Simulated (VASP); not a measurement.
A run of VASP 6.6.1 is set up as follows.

The input INCAR:

```
SYSTEM = BN
ALGO     = Normal         ! electronic algorithm
EDIFF    = 1E-6           ! SCF threshold, eV
ENCUT    = 600            ! plane-wave cutoff, eV
GGA      = CA             ! functional
GGA_COMPAT= .False.      
ISIF     = 2              ! what is computed and relaxed
ISMEAR   = 0              ! smearing method
LASPH    = .True.         ! aspherical terms in the spheres
LCHARG   = .False.        ! write CHGCAR
LREAL    = .False.        ! projectors in reciprocal space
LWAVE    = .False.        ! write WAVECAR
NBANDS   = 11             ! bands
NELM     = 120            ! most SCF steps
PREC     = Accurate       ! precision mode
SIGMA    = 0.05           ! smearing width, eV
```

Contents of KPOINTS:

```
k-points
0
Gamma
  12 12 12
  0 0 0
```

The input POSCAR:

```
BN
1.0
    1.2511217832      0.7223354983      3.3729344033
   -1.2511217832      0.7223354983      3.3729344033
    0.0000000000     -1.4446709967      3.3729344033
B N
1 1
Direct
    1.0194363833      1.0194363833      1.0194363833
    0.3327618000      0.3327618000      0.3327618000
```

Potentials or basis: VASP PAW LDA potentials, release 64 (B, N).

Command:

```bash
$ cat potpaw_LDA.64/B/POTCAR potpaw_LDA.64/N/POTCAR > POTCAR
$ mpirun -np 1 vasp_std > vasp.out
```

(1) Predict the largest force.

(2) Estimate the pressure.

(3) Predict the band gap on the k mesh.

Answers

(1) 2.664 eV/Å.

(2) -6.9 GPa.

(3) 4.18 eV, indirect (least direct gap 4.55 eV).

Caveat: forces of over 1 eV/Å act on the atoms, so gaps and moduli don't describe the material at rest.
